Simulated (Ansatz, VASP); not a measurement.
## One calculation of Cu, two programs

INCAR

```
SYSTEM = Cu
  ALGO = Fast
  EDIFF = 1E-6
  ENCUT = 520
  GGA = PS
  ISIF = 2
  ISMEAR = -1
  LASPH = .True.
  LCHARG = .False.
  LREAL = .False.
  LWAVE = .False.
  NBANDS = 12
  NELM = 100
  PREC = Accurate
  SIGMA = 0.15
```

KPOINTS

```
k-points
0
Gamma
  20 20 20
  0 0 0
```

File POSCAR:

```
Cu
1.0
    0.0000000000      1.7938993061      1.7938993061
    1.7938993061      0.0000000000      1.7938993061
    1.7938993061      1.7938993061      0.0000000000
Cu
1
Direct
    0.0000000000      0.0000000000      0.0000000000
```

Input for Ansatz:

```yaml
crystal:
  lattice:
    - [0.0, 1.7938993061, 1.7938993061]
    - [1.7938993061, 0.0, 1.7938993061]
    - [1.7938993061, 1.7938993061, 0.0]
  atoms:
    - { symbol: Cu, position: [0.0, 0.0, 0.0] }
basis:
  ecutwfc: 420
kpoints:
  mp_grid: { grid: [20, 20, 20] }
hamiltonian:
  xc: pbesol
scf:
  occupations: { method: fermi_dirac, width: 0.15 }
output:
  forces: true
  stress: true
  eigenvalues: true
```

Alike in both runs: task single point; functional PBEsol; k mesh 20 × 20 × 20; occupations fermi-dirac, width 0.15 eV; no spin polarisation.

|  | VASP | Ansatz |
| --- | --- | --- |
| version | VASP 6.6.1 | Ansatz 0.2.0 |
| potentials or method | VASP PAW PBE potentials, release 64 (Cu), cutoff 520 eV | scalar-relativistic, plane waves, PAW |
| valence electrons in the cell | 11 | 19 |

|  | VASP | Ansatz | Ansatz less VASP |
| --- | --- | --- | --- |
| gap on the k mesh at the Fermi level (eV) | none | none | - |
| pressure (GPa) | -2.6 | -3.2 | -0.60 |

VASP's potentials were made for PBE, not for PBEsol. A gap of «none» marks a metal or a gap that the smearing closes. VASP's potentials hold 11 valence electrons a cell and Ansatz's 19, so a difference there can come from the potentials and not from the codes.
